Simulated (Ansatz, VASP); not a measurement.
## BIr3Pd in VASP and in Ansatz

```
CELL_PARAMETERS angstrom
3.01754 0.00000 0.00000
0.00000 3.01754 0.00000
0.00000 0.00000 7.41525
ATOMIC_POSITIONS crystal
B 0.50000 0.50000 0.00000
Pd 0.00000 0.00000 0.00000
Ir 0.50000 0.50000 0.27376
Ir 0.50000 0.50000 0.72624
Ir 0.00000 0.00000 0.50000
```

Alike in both runs: functional PBE; k mesh 12 × 12 × 6; occupations gaussian, width 0.1 eV; no spin polarisation.

Ansatz relaxed the structure, and its values are those at the end. VASP's run is a single point on that final structure, the one shown.

```csv
,VASP,Ansatz
version,VASP 6.6.1,Ansatz 0.2.0
potentials or method,"VASP PAW PBE potentials, release 64 (B, Pd, Ir), cutoff 520 eV","scalar-relativistic, plane waves, PAW"
valence electrons in the cell,40,72
```

```csv
,VASP,Ansatz,Ansatz less VASP
gap on the k mesh at the Fermi level (eV),none,none,-
pressure (GPa),0.6,0.0,-0.57
rms of the force components (eV/Å),0.032,0.002,-0.0296
```

A gap of «none» marks a metal or a gap that the smearing closes. VASP's potentials hold 40 valence electrons a cell and Ansatz's 72, so a difference there can come from the potentials and not from the codes.

Neither program's run includes spin-orbit coupling.
